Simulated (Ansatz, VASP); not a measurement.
## C: VASP beside Ansatz

```
C
1.0
     1.22913    0.70964    3.28357
    -1.22913    0.70964    3.28357
     0.00000   -1.41928    3.28357
C
2
Cartesian
  0.0000 0.0000 1.6727
  0.0000 0.0000 8.1780
```

Change from the starting cell: mode 4 frozen in at +0.032 Å and mode 6 at +0.000 Å (largest displacements).

Alike in both runs: task single point; functional PBEsol; dispersion D3(BJ); k mesh 15 × 15 × 15; occupations gaussian, width 0.05 eV; no spin polarisation.

|  | VASP | Ansatz |
| --- | --- | --- |
| version | VASP 6.6.1 | Ansatz 0.2.0 |
| potentials or method | VASP PAW PBE potentials, release 64 (C), cutoff 520 eV | scalar-relativistic, plane waves, PAW |
| valence electrons in the cell | 8 | 8 |

|  | VASP | Ansatz | Ansatz less VASP |
| --- | --- | --- | --- |
| gap on the k mesh at the Fermi level (eV) | 0.64 | 0.64 | -0.001 |
| least direct gap on the mesh (eV) | 0.64 | 0.64 | -0.001 |
| pressure (GPa) | 0.5 | -0.2 | -0.69 |
| traceless stress, the component that is largest in VASP (GPa) | -1.05 | -0.29 | +0.761 |
| rms of the force components (eV/Å) | 0.605 | 0.607 | +0.0027 |

VASP's potentials were made for PBE, not for PBEsol. Atom by atom the forces differ by 0.003 eV/Å (rms over components).
